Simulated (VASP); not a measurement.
# HgTe (Fm-3m) in VASP: a series of runs, part 2 of 2

VASP 6.6.1. The steps go on from the part before.

### 4 Relaxation of cell and atoms, PBEsol

This run uses another cell than the first one, of 29.14 Å³/atom.

File INCAR:

```
ALGO     = Normal         # electronic algorithm
EDIFF    = 1E-6           # SCF threshold, eV
EDIFFG   = -0.005         # ionic threshold
ENCUT    = 600            # plane-wave cutoff, eV
GGA      = PS             # functional
IBRION   = 2              # ionic algorithm
ISIF     = 3              # what is computed and relaxed
ISMEAR   = 0              # smearing method
LASPH    = True           # aspherical terms in the spheres
LCHARG   = False          # write CHGCAR
LREAL    = False          # projectors in reciprocal space
LWAVE    = False          # write WAVECAR
NELM     = 100            # most SCF steps
NSW      = 100            # ionic steps
PREC     = Accurate       # precision mode
SIGMA    = 0.1            # smearing width, eV
```

File KPOINTS:

```
k-points
0
Gamma
  12 12 12
```

File POSCAR:

```
HgTe
1.0
    0.0000000000      3.0771170000      3.0771170000
    3.0771170000      0.0000000000      3.0771170000
    3.0771170000      3.0771170000      0.0000000000
Hg Te
1 1
Direct
    0.0000000000      0.0000000000      0.0000000000
    0.5000000000      0.5000000000      0.5000000000
```

Potentials or basis: VASP PAW PBE potentials, release 64 (Hg, Te).

On the command line:

```sh
> cat potpaw_PBE.64/Hg/POTCAR potpaw_PBE.64/Te/POTCAR > POTCAR
> mpirun -np 1 vasp_std > vasp.out
```

OUTCAR:

```text
EDIFF = 1E-6
   EDIFFG = -0.005
   ENCUT = 600
   GGA = PS
   IBRION = 2
   ISIF = 3
   ISMEAR = 0
   LASPH = True
   LREAL = False
   NELM = 100
   NSW = 100
   PREC = Accurate

 ion  position               nearest neighbor table
   1  0.000  0.000  0.000-   2 3.08   2 3.08   2 3.08   2 3.08   2 3.08   2 3.08
   2  0.500  0.500  0.500-   1 3.08   1 3.08   1 3.08   1 3.08   1 3.08   1 3.08

  LATTYP: Found a face centered cubic cell.
 ALAT       =     6.1542340000

  Lattice vectors:

 A1 = (   0.0000000000,   3.0771170000,   3.0771170000)
 A2 = (   3.0771170000,   0.0000000000,   3.0771170000)
 A3 = (   3.0771170000,   3.0771170000,   0.0000000000)

Analysis of symmetry for initial positions (statically):
=====================================================================
 Subroutine PRICEL returns:
 Original cell was already a primitive cell.

 Routine SETGRP: Setting up the symmetry group for a
 face centered cubic supercell.

 Subroutine GETGRP returns: Found 48 space group operations
 (whereof 48 operations were pure point group operations)
 out of a pool of 48 trial point group operations.

The static configuration has the point symmetry O_h .

Analysis of symmetry for dynamics (positions and initial velocities):
=====================================================================
 Subroutine PRICEL returns:
 Original cell was already a primitive cell.

 Routine SETGRP: Setting up the symmetry group for a
 face centered cubic supercell.

[... 149 lines left out ...]
  ext. energy  EPLUGINS =         0.00000000
  ---------------------------------------------------
  free energy    TOTEN  =        -4.16025798 eV

  energy without entropy =       -4.15461511  energy(sigma->0) =       -4.15743654

 E-fermi :   3.9092     XC(G=0):  -9.9181

 val. band max:        3.8479572375   @ k =  -0.1667   0.2500   0.0833
 cond. band min:       3.9272474546   @ k =   0.3333   0.0000   0.0000
 fundamental gap:      0.0792902171
 Fermi energy:         3.9092002100

 k-point     1 :       0.0000    0.0000    0.0000
  band No.  band energies     occupation
      1      -7.9332      2.00000
      2      -2.6386      2.00000
      3      -2.6386      2.00000
      4      -2.5796      2.00000
      5      -2.5796      2.00000
      6      -2.5796      2.00000
      7       2.8168      2.00000
      8       3.2836      2.00000
      9       3.2836      2.00000
     10       3.2836      2.00000
     11      11.5184      0.00000
     12      11.5184      0.00000
     13      11.5185      0.00000
[... 439 lines left out ...]
--------------------------------------- Ionic step        3  -------------------------------------------

 number of electron      18.0000003 magnetization

 Free energy of the ion-electron system (eV)
  ---------------------------------------------------
  ext. energy  EPLUGINS =         0.00000000
  ---------------------------------------------------
  free energy    TOTEN  =        -4.20462982 eV

  energy without entropy =       -4.19892023  energy(sigma->0) =       -4.20177502

 E-fermi :   4.6895     XC(G=0): -10.2470

 val. band max:        4.6317935987   @ k =  -0.1667   0.2500   0.0833
 cond. band min:       4.7211030706   @ k =   0.4167   0.2500   0.0000
 fundamental gap:      0.0893094718
 Fermi energy:         4.6895018845

 k-point     1 :       0.0000    0.0000    0.0000
  band No.  band energies     occupation
      1      -7.6428      2.00000
      2      -2.1254      2.00000
      3      -2.1254      2.00000
      4      -2.0626      2.00000
      5      -2.0626      2.00000
      6      -2.0626      2.00000
      7       3.8791      2.00000
      8       3.9614      2.00000
      9       3.9614      2.00000
     10       3.9614      2.00000
     11      12.3444      0.00000
     12      12.3444      0.00000
     13      12.3444      0.00000
[... 397 lines left out ...]
  FREE ENERGIE OF THE ION-ELECTRON SYSTEM (eV)
  ---------------------------------------------------
  free  energy   TOTEN  =        -4.2046298237 eV

  energy  without entropy=       -4.1989202251  energy(sigma->0) =       -4.20177502

 reached required accuracy - stopping structural energy minimisation
```

OSZICAR:

```text
N       E                     dE             d eps       ncg     rms          rms(c)
DAV:   1     0.113399342228E+03    0.11340E+03   -0.91651E+03  1896   0.138E+03
[... 24 lines left out ...]
DAV:   1    -0.427472099440E+01   -0.74750E-01   -0.14639E+00  2087   0.152E+01    0.215E+00
DAV:   2    -0.421219574167E+01    0.62525E-01   -0.16095E-01  1937   0.601E+00    0.738E-01
DAV:   3    -0.420578781069E+01    0.64079E-02   -0.15579E-02  1982   0.131E+00    0.677E-01
DAV:   4    -0.420470569689E+01    0.10821E-02   -0.21282E-03  1922   0.336E-01    0.139E-01
DAV:   5    -0.420464025553E+01    0.65441E-04   -0.20797E-04  1962   0.179E-01    0.116E-01
DAV:   6    -0.420463523012E+01    0.50254E-05   -0.44544E-05  1957   0.609E-02    0.394E-02
DAV:   7    -0.420462958511E+01    0.56450E-05   -0.20470E-05  2127   0.606E-02    0.688E-03
DAV:   8    -0.420462982369E+01   -0.23858E-06   -0.20564E-06  1339   0.127E-02
   3 F= -.42046298E+01 E0= -.42017750E+01  d E =-.443718E-01
```

Wall time 3 min (1 thread of Intel Xeon 8259CL, shared host); peak memory 0.26 GiB.

Results:

- Free energy: -4.2046 eV
- Relaxed volume: 27.19 Å³/atom
- Relaxed cell: a = 4.252 Å, b = 4.252 Å, c = 4.252 Å, α = 60.00°, β = 60.00°, γ = 60.00°
- Space group after relaxing (to 0.1 Å): Fm-3m (No. 225)
- Energy gained by relaxing: 22.2 meV/atom
- Ionic steps: 3
- Pressure after relaxing: 0.0 GPa
- Band gap on the k mesh: zero (bands 9 and 10 overlap by 2.78 eV)

The path:
```tsv
step	energy change (eV)	largest force (eV/Å)	pressure (GPa)	volume (Å³)
1	0.0000	0.0000	-3.39	58.27
2	-0.0397	0.0000	1.34	53.23
3	-0.0444	0.0000	0.00	54.37
```

Final structure:
```
Hg Te
1.0
     0.00000    3.00691    3.00691
     3.00691    0.00000    3.00691
     3.00691    3.00691    0.00000
Hg Te
1 1
Cartesian
  0.0000 0.0000 0.0000
  3.0069 3.0069 3.0069
```

Caveat: the PAW data sets were made with another functional, which shifts forces and pressure a little; spin-orbit coupling is left out, which moves the levels of the heavy elements.

### 5 Single point, PBEsol

This run uses another cell than the first one: it holds 8 atoms, not 2.

File INCAR:

```
SYSTEM = HgTe
PREC     = Accurate       ! precision mode
ENCUT    = 520            ! plane-wave cutoff, eV
EDIFF    = 1E-6           ! SCF threshold, eV
ISMEAR   = 0              ! smearing method
SIGMA    = 0.15           ! smearing width, eV
LREAL    = .FALSE.        ! projectors in reciprocal space
LASPH    = .TRUE.         ! aspherical terms in the spheres
NELM     = 60             ! most SCF steps
ALGO     = Normal         ! electronic algorithm
ISIF     = 2              ! what is computed and relaxed
LWAVE    = .FALSE.        ! write WAVECAR
LCHARG   = .FALSE.        ! write CHGCAR
GGA      = PS             ! functional
NBANDS   = 46             ! bands
```

File KPOINTS:

```
regular mesh
0
G
  10 10 10
  0 0 0
```

File POSCAR:

```
HgTe
1.0
    6.0063005223      0.0000000000      0.0000000000
    0.0000000000     -6.0063005223      0.0000000000
    0.0000000000      0.0000000000     -6.0063005223
Hg Te
4 4
Direct
    0.0000000000      1.0000000000      1.0000000000
    0.5000000000      0.5000000000      1.0000000000
    0.5000000000      1.0000000000      0.5000000000
    0.0000000000      0.5000000000      0.5000000000
    0.5000000000      0.0000000000      0.0000000000
    0.0000000000      0.5000000000      0.0000000000
    0.0000000000      0.0000000000      0.5000000000
    0.5000000000      0.5000000000      0.5000000000
```

Potentials or basis: VASP PAW PBE potentials, release 64 (Hg, Te).

On the command line:

```sh
> cat potpaw_PBE.64/Hg/POTCAR potpaw_PBE.64/Te/POTCAR > POTCAR
> mpirun -np 1 vasp_std > vasp.out
```

OUTCAR:

```text
SYSTEM = HgTe
   PREC = Accurate
   ENCUT = 520
   EDIFF = 1E-6
   ISMEAR = 0
   LREAL = .FALSE.
   LASPH = .TRUE.
   NELM = 60
   ISIF = 2
   GGA = PS

 ion  position               nearest neighbor table
   1  0.000  0.000  0.000-   5 3.00   6 3.00   7 3.00   7 3.00   6 3.00   5 3.00
   2  0.500  0.500  0.000-   5 3.00   6 3.00   8 3.00   8 3.00   5 3.00   6 3.00
   3  0.500  0.000  0.500-   5 3.00   7 3.00   8 3.00   5 3.00   8 3.00   7 3.00
   4  0.000  0.500  0.500-   6 3.00   7 3.00   8 3.00   6 3.00   7 3.00   8 3.00
   5  0.500  0.000  0.000-   1 3.00   2 3.00   3 3.00   3 3.00   2 3.00   1 3.00
   6  0.000  0.500  0.000-   1 3.00   2 3.00   4 3.00   4 3.00   1 3.00   2 3.00
   7  0.000  0.000  0.500-   1 3.00   3 3.00   4 3.00   1 3.00   4 3.00   3 3.00
   8  0.500  0.500  0.500-   2 3.00   3 3.00   4 3.00   2 3.00   3 3.00   4 3.00

  LATTYP: Found a simple cubic cell.
 ALAT       =     6.0063005223

  Lattice vectors:

 A1 = (   6.0063005223,   0.0000000000,   0.0000000000)
 A2 = (   0.0000000000,  -6.0063005223,   0.0000000000)
 A3 = (   0.0000000000,   0.0000000000,  -6.0063005223)

Analysis of symmetry for initial positions (statically):
=====================================================================
 Subroutine PRICEL returns following result:

  LATTYP: Found a face centered cubic cell.
 ALAT       =     6.0063005223

  Lattice vectors:

 A1 = (   3.0031502612,   3.0031502612,   0.0000000000)
 A2 = (   3.0031502612,   0.0000000000,  -3.0031502611)
 A3 = (   0.0000000000,   3.0031502612,  -3.0031502612)

   4 primitive cells build up your supercell.

 Routine SETGRP: Setting up the symmetry group for a
 simple cubic supercell.

 Subroutine GETGRP returns: Found 48 space group operations
 (whereof 48 operations were pure point group operations)
 out of a pool of 48 trial point group operations.

The static configuration has the point symmetry O_h .

Analysis of symmetry for dynamics (positions and initial velocities):
=====================================================================
[... 146 lines left out ...]
   LHFCALC =     F    Hartree Fock is set to
   AEXX    =    0.0000 exact exchange contribution
   IVDW    =     0    specifies the selected vdW correction
   LEPSILON=     F    determine dielectric tensor
   LRPA    =     F    only Hartree local field effects (RPA)
 non-spin polarized calculation
 Gauss-broadening in eV      SIGMA  =   0.15
  energy-cutoff  :      520.00
  volume of cell :      216.68
 maximum number of plane-waves:      5860
 NGX is ok and might be reduce to    48

 number of electron      72.0000004 magnetization

 Free energy of the ion-electron system (eV)
  ---------------------------------------------------
  ext. energy  EPLUGINS =         0.00000000
  ---------------------------------------------------
  free energy    TOTEN  =       -16.86267546 eV

  energy without entropy =      -16.81658730  energy(sigma->0) =      -16.83963138

 E-fermi :   4.7868     XC(G=0): -10.2653

 val. band max:        4.7766012180   @ k =   0.3000   0.3000   0.2000
 cond. band min:       4.8031003838   @ k =   0.4000   0.3000   0.3000
 fundamental gap:      0.0264991658
 Fermi energy:         4.7867733842

 k-point     1 :       0.0000    0.0000    0.0000
  band No.  band energies     occupation
      1      -7.6326      2.00000
      2      -6.4852      2.00000
      3      -6.4852      2.00000
      4      -6.4852      2.00000
      5      -2.1894      2.00000
      6      -2.1894      2.00000
[... 1165 lines left out ...]
     45      10.7449      0.00000
     46      11.2013      0.00000

 [... further k-points ...]

------------------------ aborting loop because EDIFF is reached ----------------------------------------

  FORCE on cell =-STRESS in cart. coord.  units (eV):
  Direction    XX          YY          ZZ          XY          YZ          ZX
  --------------------------------------------------------------------------------------
  -------------------------------------------------------------------------------------
  Total        0.1419893      0.1419893      0.1419893     -0.0000000      0.0000000      0.0000000
  in kB        1.0498927      1.0498927      1.0498927     -0.0000000      0.0000000      0.0000000
  external PRESSURE =       1.0498927 kB  Pullay stress =       0.0000000 kB

 VOLUME and BASIS-vectors are now :
 -----------------------------------------------------------------------------
  energy-cutoff  :      520.00
  volume of cell :      216.68
      direct lattice vectors                 reciprocal lattice vectors
     6.006300522  0.000000000  0.000000000     0.166491836  0.000000000  0.000000000
     0.000000000 -6.006300522  0.000000000     0.000000000 -0.166491836  0.000000000
     0.000000000  0.000000000 -6.006300522     0.000000000  0.000000000 -0.166491836

 POSITION                                       TOTAL-FORCE (eV/Angst)
 -----------------------------------------------------------------------------------
      0.00000      0.00000      0.00000         0.000000      0.000000      0.000000
      3.00315     -3.00315      0.00000         0.000000      0.000000      0.000000
      3.00315      0.00000     -3.00315         0.000000     -0.000000     -0.000000
      0.00000     -3.00315     -3.00315         0.000000     -0.000000     -0.000000
      3.00315      0.00000      0.00000        -0.000000      0.000000      0.000000
      0.00000     -3.00315      0.00000        -0.000000      0.000000     -0.000000
      0.00000      0.00000     -3.00315        -0.000000      0.000000      0.000000
      3.00315     -3.00315     -3.00315        -0.000000     -0.000000     -0.000000
 -----------------------------------------------------------------------------------
    total drift:                                0.000000     -0.000000      0.000000

  FREE ENERGIE OF THE ION-ELECTRON SYSTEM (eV)
  ---------------------------------------------------
  free  energy   TOTEN  =       -16.8626754642 eV

  energy  without entropy=      -16.8165873017  energy(sigma->0) =      -16.83963138
```

OSZICAR:

```text
N       E                     dE             d eps       ncg     rms          rms(c)
DAV:   1     0.498223652152E+03    0.49822E+03   -0.32380E+04  5152   0.140E+03
DAV:   2     0.115732510722E+02   -0.48665E+03   -0.46882E+03  5560   0.328E+02
DAV:   3    -0.173647753577E+02   -0.28938E+02   -0.28560E+02  6098   0.778E+01
DAV:   4    -0.177660829666E+02   -0.40131E+00   -0.40040E+00  5896   0.808E+00
DAV:   5    -0.177742222635E+02   -0.81393E-02   -0.81385E-02  5968   0.115E+00    0.162E+01
DAV:   6    -0.168805358768E+02    0.89369E+00   -0.25057E+00  5730   0.125E+01    0.124E+01
DAV:   7    -0.168738707336E+02    0.66651E-02   -0.63176E-01  5584   0.319E+00    0.393E+00
DAV:   8    -0.168634470356E+02    0.10424E-01   -0.75527E-02  5544   0.197E+00    0.109E+00
DAV:   9    -0.168627235222E+02    0.72351E-03   -0.79210E-03  5724   0.629E-01    0.190E-01
DAV:  10    -0.168626703090E+02    0.53213E-04   -0.48405E-04  5842   0.177E-01    0.501E-02
DAV:  11    -0.168626823740E+02   -0.12065E-04   -0.14779E-04  5828   0.724E-02    0.686E-02
DAV:  12    -0.168626840114E+02   -0.16374E-05   -0.12021E-04  5654   0.762E-02    0.344E-02
DAV:  13    -0.168626758941E+02    0.81173E-05   -0.18321E-05  5620   0.319E-02    0.217E-02
DAV:  14    -0.168626754642E+02    0.42988E-06   -0.50290E-06  4776   0.109E-02
   1 F= -.16862675E+02 E0= -.16839631E+02  d E =-.460882E-01
```

stdout:

```text
POSCAR found type information on POSCAR HgTe
 POSCAR found :  2 types and       8 ions
 scaLAPACK will be used
 -----------------------------------------------------------------------------
|                                                                             |
|                                                                             |
|     You enforced a specific xc type in the INCAR file but a different       |
|     I HOPE YOU KNOW WHAT YOU ARE DOING!                                     |
|                                                                             |
 -----------------------------------------------------------------------------

 LDA part: xc-table for (Slater+PW92), standard interpolation
 POSCAR, INCAR and KPOINTS ok, starting setup
 FFT: planning ... GRIDC
 FFT: planning ... GRID_SOFT
 FFT: planning ... GRID
 WAVECAR not read
 entering main loop
```

It took 12 min on 1 thread of Intel Xeon 8259CL, shared host; peak memory 0.61 GiB.

What came out:

* Free energy: -16.8627 eV
* Pressure: 0.1 GPa
* Band gap on the k mesh: zero (bands 36 and 37 overlap by 1.92 eV)

Caveat: the PAW data sets were made with another functional, which shifts forces and pressure a little; spin-orbit coupling is left out, which moves the levels of the heavy elements.

### 6 The runs side by side

```csv
task,cell,k mesh,cutoff (eV),smearing,gap on the mesh (eV),pressure (GPa)
single point,"a = 4.247 Å, angles 60.0°, 2 atoms, atomic positions A",12 × 12 × 12,520,gaussian 0.1 eV,none,0.2
single point,"a = 4.247 Å, angles 60.0°, 2 atoms, atomic positions A",18 × 18 × 18,520,gaussian 0.15 eV,none,0.2
relaxation of cell and atoms,"relaxed from a = 4.352 Å, angles 60.0°, 2 atoms, atomic positions A",12 × 12 × 12,600,gaussian 0.1 eV,none,0.0
single point,"a = 6.006 Å, 8 atoms, atomic positions B",10 × 10 × 10,520,gaussian 0.15 eV,none,0.1
```

Alike in all rows: level PBEsol; potentials or basis VASP PAW PBE potentials, release 64 (Hg, Te); no spin polarisation.

Caveats: the PAW data sets were made with another functional, which shifts forces and pressure a little; spin-orbit coupling is left out, which moves the levels of the heavy elements.

Absolute energies hang on the potentials; compare differences alone.

The gap in the log of VASP goes by the Fermi energy; the results here count the filled bands.